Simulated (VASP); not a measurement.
Runs of VASP 6.6.1 on Al3BP4. The structure is that of space group P-43m (No. 215), or close to it. The cells are those of the table. 

```tsv
level	cell	k mesh	gap on the mesh (eV)	pressure (GPa)	largest force (eV/Å)
r2SCAN	a = 5.256 Å, 8 atoms	6 × 6 × 6	1.32	-0.3	0.02
r2SCAN	a = 5.148 Å, 8 atoms	4 × 4 × 4	1.42	6.9	0.08
r2SCAN	a = 5.308 Å, 8 atoms	4 × 4 × 4	(a)	(b)	0.06
r2SCAN	a = 5.202 Å, 8 atoms	4 × 4 × 4	1.37	3.0	0.03
PBE	a = 5.256 Å, 8 atoms	6 × 6 × 6	1.07	1.1	0.14
r2SCAN	a = 5.256 Å, 8 atoms	4 × 4 × 4	1.32	-0.3	0.02
PBE	a = 5.329 Å, 8 atoms	4 × 4 × 4	0.99	-2.7	0.03
PBE	a = 5.380 Å, 8 atoms	4 × 4 × 4	0.95	-5.0	0.06
```

Alike in all rows: task single point; potentials or basis VASP PAW PBE potentials, release 64 (B, P, Al); no spin polarisation; cutoff (eV) 520; smearing gaussian 0.01 eV.

Task: Fill in the values left out.

Result: (a) 1.27; (b) -3.2.

Caveats: the PAW data sets were made with another functional, which shifts forces and pressure a little (some runs).

A k mesh can miss the band edges.
